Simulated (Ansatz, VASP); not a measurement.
## One calculation of SrCu2Sb2, two programs

The input INCAR:

```
SYSTEM = SrCu2Sb2
PREC     = Accurate       ! precision mode
ENCUT    = 520            ! plane-wave cutoff, eV
EDIFF    = 1E-6           ! SCF threshold, eV
ISMEAR   = 1              ! smearing method
SIGMA    = 0.1            ! smearing width, eV
LREAL    = .False.        ! projectors in reciprocal space
LASPH    = .True.         ! aspherical terms in the spheres
NELM     = 100            ! most SCF steps
ALGO     = Normal         ! electronic algorithm
ISIF     = 2              ! what is computed and relaxed
LWAVE    = .False.        ! write WAVECAR
LCHARG   = .False.        ! write CHGCAR
NBANDS   = 53             ! bands
```

File KPOINTS:

```
regular mesh
0
Gamma
  6 6 3
  0 0 0
```

File POSCAR:

```
SrCu2Sb2
1.0
    4.4410934536      0.0000000000      0.0000000000
    0.0000000000      4.4410934536      0.0000000000
    0.0000000000      0.0000000000     10.4644624909
Sr Cu Sb
2 4 4
Direct
    0.5000000000      0.0000000000      0.2366100000
    0.0000000000      0.5000000000      0.7633900000
    0.5000000000      0.0000000000      0.6329100000
    0.0000000000      0.0000000000      0.0000000000
    0.0000000000      0.5000000000      0.3670900000
    0.5000000000      0.5000000000      0.0000000000
    0.0000000000      0.5000000000      0.1285300000
    0.5000000000      0.5000000000      0.5000000000
    0.0000000000      0.0000000000      0.5000000000
    0.5000000000      0.0000000000      0.8714700000
```

Input for Ansatz:

```yaml
crystal:
  lattice:
    - [4.441093453610113, 0.0, 0.0]
    - [0.0, 4.441093453610113, 0.0]
    - [0.0, 0.0, 10.464462490930897]
  atoms:
    - { symbol: Sr, position: [0.5, 0.0, 0.23661] }
    - { symbol: Sr, position: [0.0, 0.5, 0.76339] }
    - { symbol: Cu, position: [0.5, 0.0, 0.63291] }
    - { symbol: Cu, position: [0.0, 0.0, 0.0] }
    - { symbol: Cu, position: [0.0, 0.5, 0.36709] }
    - { symbol: Cu, position: [0.5, 0.5, 0.0] }
    - { symbol: Sb, position: [0.0, 0.5, 0.12853] }
    - { symbol: Sb, position: [0.5, 0.5, 0.5] }
    - { symbol: Sb, position: [0.0, 0.0, 0.5] }
    - { symbol: Sb, position: [0.5, 0.0, 0.87147] }
basis:
  ecutwfc: 500.0
kpoints:
  mp_grid:
    grid: [6, 6, 3]
hamiltonian:
  xc: lda
scf:
  occupations:
    method: methfessel_paxton
output:
  stress: true
```

Alike in both runs: task single point; functional LDA; k mesh 6 × 6 × 3; no spin polarisation.

|  | VASP | Ansatz |
| --- | --- | --- |
| version | VASP 6.6.1 | Ansatz 0.2.0 |
| potentials or method | VASP PAW LDA potentials, release 64 (Sr_sv, Cu, Sb), cutoff 520 eV | plane waves, PAW |
| occupations | methfessel-paxton of order 1, width 0.1 eV | methfessel-paxton of order 1 |
| valence electrons in the cell | 84 | 156 |

Ansatz gave:

```
pressure (GPa)                                                : 1.5
traceless stress, the component that is largest in VASP (GPa) : -0.14
```

Task: What did VASP give for the same quantities?

Result: Pressure (GPa): 2.1; traceless stress, the component that is largest in VASP (GPa): -0.11.

LDA's correlation is that of Perdew and Zunger in VASP and of Perdew and Wang (1992) in Ansatz. VASP's potentials hold 84 valence electrons a cell and Ansatz's 156, so a difference there can come from the potentials and not from the codes.

Spin-orbit coupling is off throughout.
